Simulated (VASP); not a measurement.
The system is PtSe2.

```
CELL_PARAMETERS angstrom
3.79027 0.00000 0.00000
-1.89514 3.28247 0.00000
0.00000 0.00000 6.77826
ATOMIC_POSITIONS crystal
Pt 0.00000 0.00000 0.00000
Se 0.33333 0.66667 0.19448
Se 0.66667 0.33333 0.80552
```

```yaml
Program: VASP 6.6.1
Task: relaxation of shape and atoms at fixed volume
Functional: PBE
Potentials_or_basis: VASP PAW PBE potentials, release 64 (Pt, Se)
Cutoff: 600 eV
k_mesh: 12 × 12 × 4
Occupations: gaussian, width 0.02 eV
Spin: no spin polarisation
```

At the start: pressure -2.5 GPa; volume 28.11 Å³/atom.

**Question.** How do energy, volume and symmetry change on relaxing?

**Answer.** Over 6 steps the energy falls by 6.5 meV/atom; space group P-3m1 (No. 164, to 0.1 Å) before and after.

The path:
| step | energy change (eV) | largest force (eV/Å) | pressure (GPa) | volume (Å³) |
| --- | --- | --- | --- | --- |
| 1 | 0.0000 | 0.3488 | -2.45 | 84.33 |
| 2 | -0.0117 | 0.1902 | -1.55 | 84.33 |
| 3 | -0.0180 | 0.0241 | -0.34 | 84.33 |
| 4 | -0.0180 | 0.0499 | -0.19 | 84.33 |
| 5 | -0.0191 | 0.0222 | -0.11 | 84.33 |
| 6 | -0.0194 | 0.0017 | -0.04 | 84.33 |

Final structure:
```xyz
3
Lattice="3.7498 0.0000 0.0000 -1.8749 3.2474 0.0000 0.0000 0.0000 6.9253" Properties=species:S:1:pos:R:3 pbc="T T T"
Pt   -1.8749    3.2474    0.0000
Se    0.0000    2.1649    1.3073
Se    1.8749    1.0825    5.6180
```

Caveat: this functional lacks dispersion, which binds layers or chains, so the pressure and a relaxed spacing across them are unreliable.
